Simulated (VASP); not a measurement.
# HfC (WC type) (P-6m2) in VASP: further runs, part 2 of 3

VASP 6.6.1.

**4. Relaxation of cell and atoms, PBE, target pressure 20 GPa, at which the enthalpy is minimised**

This run uses another cell than the first one, of 11.70 Å³/atom, 0.965 times its volume.

File INCAR:

```
SYSTEM = HfC
ALGO = Normal
EDIFF = 1E-7
EDIFFG = -0.005
ENCUT = 600
GGA = PE
IBRION = 2
ISIF = 3
ISMEAR = -1
LASPH = .TRUE.
LCHARG = .FALSE.
LREAL = .FALSE.
LWAVE = .FALSE.
NELM = 100
NSW = 60
PREC = Accurate
PSTRESS = 200.0
SIGMA = 0.05
```

File KPOINTS:

```
k-points
0
G
  15 15 13
  0 0 0
```

File POSCAR:

```
HfC
1.0
    3.0208128712      0.0000000000      0.0000000000
   -1.5104064356      2.6161006865      0.0000000000
    0.0000000000      0.0000000000      2.9603966138
Hf C
1 1
Direct
    0.0000000000      0.0000000000      0.0000000000
    0.3333333333      0.6666666667      0.5000000000
```

Potentials or basis: VASP PAW PBE potentials, release 64 (Hf_pv, C).

On the command line:

```
$ cat potpaw_PBE.64/Hf_pv/POTCAR potpaw_PBE.64/C/POTCAR > POTCAR
$ mpirun -np 1 vasp_std > vasp.out
```

OUTCAR:

```text
SYSTEM = HfC
   EDIFF = 1E-7
   EDIFFG = -0.005
   ENCUT = 600
   GGA = PE
   IBRION = 2
   ISIF = 3
   ISMEAR = -1
   LASPH = .TRUE.
   LREAL = .FALSE.
   NELM = 100
   NSW = 60
   PREC = Accurate
   PSTRESS = 200.0

 ion  position               nearest neighbor table
   1  0.000  0.000  0.000-   2 2.29   2 2.29   2 2.29   2 2.29   2 2.29   2 2.29
   2  0.333  0.667  0.500-   1 2.29   1 2.29   1 2.29   1 2.29   1 2.29   1 2.29

  LATTYP: Found a hexagonal cell.
 ALAT       =     3.0208128712
 C/A-ratio  =     0.9800000000

  Lattice vectors:

 A1 = (   3.0208128712,   0.0000000000,   0.0000000000)
 A2 = (  -1.5104064356,   2.6161006865,   0.0000000000)
 A3 = (   0.0000000000,   0.0000000000,   2.9603966138)

Analysis of symmetry for initial positions (statically):
=====================================================================
 Subroutine PRICEL returns:
 Original cell was already a primitive cell.

 Routine SETGRP: Setting up the symmetry group for a
 hexagonal supercell.

 Subroutine GETGRP returns: Found 12 space group operations
 (whereof 12 operations were pure point group operations)
 out of a pool of 24 trial point group operations.

The static configuration has the point symmetry D_3h.

Analysis of symmetry for dynamics (positions and initial velocities):
=====================================================================
 Subroutine PRICEL returns:
 Original cell was already a primitive cell.

 Routine SETGRP: Setting up the symmetry group for a
 hexagonal supercell.

 Subroutine GETGRP returns: Found 12 space group operations
 (whereof 12 operations were pure point group operations)
 out of a pool of 24 trial point group operations.

The dynamic configuration has the point symmetry D_3h.

 Subroutine INISYM returns: Found 12 space group operations
 (whereof 12 operations are pure point group operations),
 and found     1 'primitive' translations

----------------------------------------------------------------------------------------

                                     Primitive cell

  volume of cell :      23.3953

  direct lattice vectors                    reciprocal lattice vectors
     3.020812871  0.000000000  0.000000000     0.331036725  0.191124142  0.000000000
    -1.510406436  2.616100686  0.000000000     0.000000000  0.382248285  0.000000000
     0.000000000  0.000000000  2.960396614     0.000000000  0.000000000  0.337792577

  length of vectors
     3.020812871  3.020812871  2.960396614     0.382248285  0.382248285  0.337792577

  position of ions in fractional coordinates (direct lattice)
     0.000000000  0.000000000  0.000000000
     0.333333333  0.666666667  0.500000000

  ion indices of the primitive-cell ions
   primitive index   ion index
                 1           1
                 2           2

----------------------------------------------------------------------------------------

 KPOINTS: k-points

Automatic generation of k-mesh.
 Grid dimensions read from file:
 generate k-points for:   15   15   13

 Generating k-lattice:

[... 58 lines left out ...]
   LASPH  =      T    aspherical Exc in radial PAW
   ENCUT  =  600.0 eV  44.10 Ry    6.64 a.u.   6.03  6.03  5.91*2*pi/ulx,y,z
   NELM   =    100;   NELMIN=  2; NELMDL= -5     # of ELM steps
   EDIFF  = 0.1E-06   stopping-criterion for ELM
   LREAL  =      F    real-space projection
   EDIFFG = -.5E-02   stopping-criterion for IOM
   NSW    =     60    number of steps for IOM
   IBRION =      2    ionic relax: 0-MD 1-quasi-New 2-CG
   NFREE  =      1    steps in history (QN), initial steepest desc. (CG)
   ISIF   =      3    stress and relaxation
   ISYM   =      2    0-nonsym 1-usesym 2-fastsym
   POTIM  = 0.5000    time-step for ionic-motion
   TEBEG  =    0.0;   TEEND  =   0.0 temperature during run
   PSTRESS=  200.0 pullay stress
   NELECT =      14.0000    total number of electrons
   NUPDOWN=      -1.0000    fix difference up-down
   EMIN   =  10.00;   EMAX   =-10.00  energy-range for DOS
   EFERMI =   0.00;   METHOD = LEGACY
   ISMEAR =    -1;   SIGMA  =   0.05  broadening in eV -4-tet -1-fermi 0-gaus
   EFERMI_NEDOS =   21; number of points for ismear=-14 and -15
   IALGO  =     38    algorithm
   IMIX   =      4    mixing-type and parameters
     AMIX     =   0.40;   BMIX     =  1.00
     AMIX_MAG =   1.60;   BMIX_MAG =  1.00
  volume/ion in A,a.u.               =      11.70        78.94
  Fermi-wavevector in a.u.,A,eV,Ry     =   1.379563  2.606996 25.894517  1.903193
  Thomas-Fermi vector in A             =   2.504521
   LORBIT       =      0    0 simple, 1 ext, 2 COOP (PROOUT), +10 PAW based schemes
   GGA     = PE    functional components
   LHFCALC =     F    Hartree Fock is set to
   AEXX    =    0.0000 exact exchange contribution
   IVDW    =     0    specifies the selected vdW correction
   LEPSILON=     F    determine dielectric tensor
   LRPA    =     F    only Hartree local field effects (RPA)
 conjugate gradient relaxation of ions
 non-spin polarized calculation
  energy-cutoff  :      600.00
  volume of cell :       23.40
 maximum number of plane-waves:       805
   NGX = 13   NGY = 13   NGZ = 11

--------------------------------------- Ionic step        1  -------------------------------------------

 number of electron      13.9999999 magnetization

 Free energy of the ion-electron system (eV)
  ---------------------------------------------------
  ext. energy  EPLUGINS =         0.00000000
  ---------------------------------------------------
  free energy    TOTEN  =       -19.15012509 eV

  energy without entropy =      -19.14677033  energy(sigma->0) =      -19.14844771

------------------------ aborting loop because EDIFF is reached ----------------------------------------

  FORCE on cell =-STRESS in cart. coord.  units (eV):
  Direction    XX          YY          ZZ          XY          YZ          ZX
  --------------------------------------------------------------------------------------
  -------------------------------------------------------------------------------------
  Total        5.6856545      5.6856545      0.4991164      0.0000000     -0.0000000     -0.0000000
  in kB      389.3703434    389.3703434     34.1809598      0.0000000     -0.0000000     -0.0000000
  external PRESSURE =      70.9738822 kB  Pullay stress =     200.0000000 kB
[... 97 lines left out ...]
  energy  without entropy=      -19.4138928448  energy(sigma->0) =      -19.41521567

  enthalpy is  TOTEN    =       -16.3725575503 eV   P V=        3.0439809379

[... ionic steps 4 to 9 ...]

--------------------------------------- Ionic step       10  -------------------------------------------

 number of electron      13.9999998 magnetization

------------------------ aborting loop because EDIFF is reached ----------------------------------------
[... 71 lines left out ...]
--------------------------------------- Ionic step       12  -------------------------------------------

 number of electron      13.9999998 magnetization

 Free energy of the ion-electron system (eV)
  ---------------------------------------------------
  ext. energy  EPLUGINS =         0.00000000
  ---------------------------------------------------
  free energy    TOTEN  =       -19.39212057 eV

  energy without entropy =      -19.38955531  energy(sigma->0) =      -19.39083794

 E-fermi :   6.1101     XC(G=0): -12.4188

 val. band max:        6.0979736036   @ k =   0.3333   0.2667   0.4615
 cond. band min:       6.1176336589   @ k =   0.3333  -0.0000   0.0769
 fundamental gap:      0.0196600552
 Fermi energy:         6.1100600373

 k-point     1 :       0.0000    0.0000    0.0000
  band No.  band energies     occupation
      1     -23.2424      2.00000
      2     -23.2424      2.00000
      3     -22.8290      2.00000
      4      -6.1560      2.00000
      5       4.4753      2.00000
      6       4.4753      2.00000
      7       4.8099      2.00000
      8       7.9129      0.00000
      9      11.7516      0.00000
     10      12.9951      0.00000
     11      12.9951      0.00000
[... 309 lines left out ...]
 k-point    24 :       0.4000    0.2000    0.0000
  band No.  band energies     occupation
      1     -23.9803      2.00000
      2     -23.6184      2.00000
      3     -22.7147      2.00000
      4      -3.0051      2.00000
      5       1.5065      2.00000
      6       4.0179      2.00000
      7       5.5172      1.99999
      8       7.8137      0.00000
      9      10.8199      0.00000
     10      10.8698      0.00000
     11      12.5819      0.00000

 [... further k-points ...]

------------------------ aborting loop because EDIFF is reached ----------------------------------------

  FORCE on cell =-STRESS in cart. coord.  units (eV):
  Direction    XX          YY          ZZ          XY          YZ          ZX
  --------------------------------------------------------------------------------------
  -------------------------------------------------------------------------------------
  Total        3.0194099      3.0194099      3.0195853      0.0000000      0.0000000      0.0000000
  in kB      200.1107701    200.1107701    200.1223942      0.0000000      0.0000000      0.0000000
  external PRESSURE =       0.1146448 kB  Pullay stress =     200.0000000 kB
[... 21 lines left out ...]
  energy  without entropy=      -19.3895553132  energy(sigma->0) =      -19.39083794

  enthalpy is  TOTEN    =       -16.3743820673 eV   P V=        3.0177385028

 reached required accuracy - stopping structural energy minimisation
```

OSZICAR:

```text
N       E                     dE             d eps       ncg     rms          rms(c)
DAV:   1     0.296439107892E+02    0.29644E+02   -0.85554E+03  4158   0.138E+03
[... 91 lines left out ...]
DAV:   6    -0.193927733759E+02    0.32675E-07   -0.47919E-09  2103   0.566E-04
  11 F= -.16374381E+02 E0= -.16373097E+02  d E =0.704261E-06
       N       E                     dE             d eps       ncg     rms          rms(c)
DAV:   1    -0.193921222663E+02    0.65114E-03   -0.69735E-05  4203   0.818E-02    0.268E-02
DAV:   2    -0.193921210256E+02    0.12407E-05   -0.25148E-06  4503   0.160E-02    0.105E-02
DAV:   3    -0.193921205382E+02    0.48739E-06   -0.11737E-06  4563   0.994E-03    0.596E-03
DAV:   4    -0.193921205702E+02   -0.31912E-07   -0.46044E-08  2193   0.213E-03
  12 F= -.16374382E+02 E0= -.16373099E+02  d E =-.334408E-06
```

Wall time 3.1 min (1 thread of Intel Xeon Platinum 8259CL at 2.50GHz (Skylake/Cascade Lake), shared host); peak memory 0.2 GiB.

What came out:

```
Free energy                                            : -19.3921 eV
Relaxed volume                                         : 12.09 Å³/atom
Relaxed cell                                           : a = 3.131 Å, b = 3.131 Å, c = 2.847 Å, α = 90.00°, β = 90.00°, γ = 120.00°
Space group after relaxing (to 0.05 Å)                 : P-6m2 (No. 187)
Energy change on relaxing (the enthalpy is what falls) : -121.0 meV/atom
Ionic steps                                            : 12
Pressure after relaxing                                : 20.0 GPa
Band gap on the k mesh                                 : zero (band 7 reaches 6.21 eV, above the bottom of band 8 at 6.04 eV)
```

The path:
```
step  energy change (eV)  largest force (eV/Å)  pressure (GPa)  volume (Å³)
   1              0.0000                0.0000           27.10        23.40
   2             -0.2870                0.0000           12.46        25.07
   3             -0.2664                0.0000           17.55        24.38
   4             -0.2640                0.0000           17.71        24.37
   5             -0.1945                0.0000           24.24        23.84
   6             -0.2413                0.0000           20.05        24.17
   7             -0.2409                0.0000           20.10        24.17
   8             -0.2420                0.0000           20.02        24.17
   9             -0.2417                0.0000           20.04        24.17
  10             -0.2416                0.0000           20.04        24.17
  11             -0.2426                0.0000           19.95        24.18
  12             -0.2420                0.0000           20.01        24.17
```

Final structure:
```xyz
2
Lattice="3.1312 0.0000 0.0000 -1.5656 2.7117 0.0000 0.0000 0.0000 2.8471" Properties=species:S:1:pos:R:3 pbc="T T T"
Hf    0.0000    0.0000    0.0000
C     0.0000    1.8078    1.4236
```

Caveat: the cell is relaxed towards a set pressure, so the enthalpy falls and the energy may rise; spin-orbit coupling is left out, which moves the levels of the heavy elements.

(Part 2 of 3 ends here.)
